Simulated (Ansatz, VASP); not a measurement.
# Two plane-wave programs on TaAs

Contents of INCAR:

```
SYSTEM = TaAs
PREC = Accurate
ENCUT = 600
EDIFF = 1E-6
ISMEAR = -1
SIGMA = 0.05
LREAL = .False.
LASPH = .True.
NELM = 60
ALGO = Normal
ISIF = 3
LWAVE = .False.
LCHARG = .False.
GGA = PE
IVDW = 13
IBRION = 2
NSW = 60
EDIFFG = -0.01
```

The input KPOINTS:

```
Automatic mesh
0
Gamma
  11 11 11
  0 0 0
```

Contents of POSCAR:

```
TaAs
1.0
   -1.7218133622      1.7218133622      5.8679415361
    1.7218133622     -1.7218133622      5.8679415361
    1.7218133622      1.7218133622     -5.8679415361
Ta As
2 2
Direct
    0.4999673000      0.4999673000      0.0000000000
    0.2499673000      0.7499673000      0.5000000000
    0.0826321200      0.0826321200      0.0000000000
    0.8326321200      0.3326321200      0.5000000000
```

Contents of input.yaml:

```yaml
crystal:
  lattice:
    - [-1.7218133622, 1.7218133622, 5.8679415361]
    - [1.7218133622, -1.7218133622, 5.8679415361]
    - [1.7218133622, 1.7218133622, -5.8679415361]
  atoms:
    - { symbol: Ta, position: [0.4999673, 0.4999673, 0.0] }
    - { symbol: Ta, position: [0.2499673, 0.7499673, 0.5] }
    - { symbol: As, position: [0.08263212, 0.08263212, 0.0] }
    - { symbol: As, position: [0.83263212, 0.33263212, 0.5] }
hamiltonian:
  xc: pbe
  pseudopotentials: { kind: paw }
  dispersion: d4
kpoints:
  mp_grid: { grid: [11, 11, 11] }
scf:
  occupations: { method: fermi_dirac, width: 0.05 }
output:
  forces: true
  stress: true
relax:
  f_tol: 0.01
  max_steps: 40
  cell: { stress_tol: 0.05 }
```

Alike in both runs: task relaxation of cell and atoms; functional PBE; dispersion D4; k mesh 11 × 11 × 11; occupations fermi-dirac, width 0.05 eV; no spin polarisation.

|  | VASP | Ansatz |
| --- | --- | --- |
| version | VASP 6.6.1 | Ansatz 0.2.0 |
| potentials or method | VASP PAW PBE potentials, release 64 (Ta_pv, As) | Ansatz PAW |
| plane-wave cutoff (eV) | 600 | 420 |
| valence electrons in the cell | 32 | 56 |

Ansatz gave:

```
relaxed volume (Å³/atom)                                     : 17.22
relaxed cell length with the largest relative difference (Å) : 6.303
```

Question: Which values does VASP return?

Answer: Relaxed volume (Å³/atom): 17.27; relaxed cell length with the largest relative difference (Å): 6.308.

VASP's potentials hold 32 valence electrons a cell and Ansatz's 56, so a difference there can come from the potentials and not from the codes.

Spin-orbit coupling is off throughout. Noted on Ansatz's run: the plane-wave basis is chosen anew once the cell has moved, so the energies of steps on either side of that aren't comparable.
